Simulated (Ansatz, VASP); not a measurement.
LiNbO3 in VASP and in Ansatz

The input INCAR:

```
ALGO = Normal
EDIFF = 1E-7
ENCUT = 520
GGA = PE
ISIF = 2
ISMEAR = 0
LASPH = True
LCHARG = False
LREAL = False
LWAVE = False
NBANDS = 45
NELM = 80
PREC = Accurate
SIGMA = 0.05
```

KPOINTS

```
k-points
0
Gamma
  6 6 6
```

Contents of POSCAR:

```
LiNbO3
1.0
    2.6228080399      1.5142789279      4.5002140348
   -2.6228080399      1.5142789279      4.5002140348
    0.0000000000     -3.0285578557      4.5002140348
Li Nb O
2 2 6
Direct
    0.2815913687      0.2815913687      0.2815913687
    0.7815913687      0.7815913687      0.7815913687
    0.0004900497      0.0004900497      0.0004900497
    0.5004900497      0.5004900497      0.5004900497
    0.1104619503      0.3580262714      0.7211003599
    0.7211003599      0.1104619503      0.3580262714
    0.3580262714      0.7211003599      0.1104619503
    0.2211003599      0.8580262714      0.6104619503
    0.8580262714      0.6104619503      0.2211003599
    0.6104619503      0.2211003599      0.8580262714
```

Input for Ansatz:

```yaml
crystal:
  lattice:
    - [2.6228080399, 1.5142789279, 4.5002140348]
    - [-2.6228080399, 1.5142789279, 4.5002140348]
    - [0.0, -3.0285578557, 4.5002140348]
  atoms:
    - { symbol: Li, position: [0.2815913687, 0.2815913687, 0.2815913687] }
    - { symbol: Li, position: [0.7815913687, 0.7815913687, 0.7815913687] }
    - { symbol: Nb, position: [0.0004900497, 0.0004900497, 0.0004900497] }
    - { symbol: Nb, position: [0.5004900497, 0.5004900497, 0.5004900497] }
    - { symbol: O, position: [0.1104619503, 0.3580262714, 0.7211003599] }
    - { symbol: O, position: [0.7211003599, 0.1104619503, 0.3580262714] }
    - { symbol: O, position: [0.3580262714, 0.7211003599, 0.1104619503] }
    - { symbol: O, position: [0.2211003599, 0.8580262714, 0.6104619503] }
    - { symbol: O, position: [0.8580262714, 0.6104619503, 0.2211003599] }
    - { symbol: O, position: [0.6104619503, 0.2211003599, 0.8580262714] }
basis:
  ecutwfc: 520.0
kpoints:
  mp_grid: { grid: [6, 6, 6] }
hamiltonian:
  xc: pbe
  pseudopotentials: { kind: paw, azcp: { folder: soft_1 } }
scf:
  occupations: { method: gaussian, width: 0.05 }
output:
  forces: true
  stress: true
  eigenvalues: true
```

Alike in both runs: task single point; functional PBE; k mesh 6 × 6 × 6; occupations gaussian, width 0.05 eV; no spin polarisation.

```csv
,VASP,Ansatz
version,VASP 6.6.1,Ansatz 0.2.0
potentials or method,"VASP PAW PBE potentials, release 64 (Li_sv, Nb_sv, O), cutoff 520 eV","scalar-relativistic, plane waves, PAW"
valence electrons in the cell,68,68
```

VASP gave:

```
gap on the k mesh at the Fermi level (eV) : 3.57
least direct gap on the mesh (eV)         : 3.64
rms of the force components (eV/Å)        : 0.048
```

**Question.** Estimate Ansatz's values.

**Answer.** gap on the k mesh at the Fermi level (eV): 3.58; least direct gap on the mesh (eV): 3.66; rms of the force components (eV/Å): 0.043.

Atom by atom the forces differ by 0.011 eV/Å (rms over components). With one functional, cell and mesh, what is left measures potentials, basis and numerics.

Noted on VASP's run: the cutoff is short for stress, so the pressure is rough.
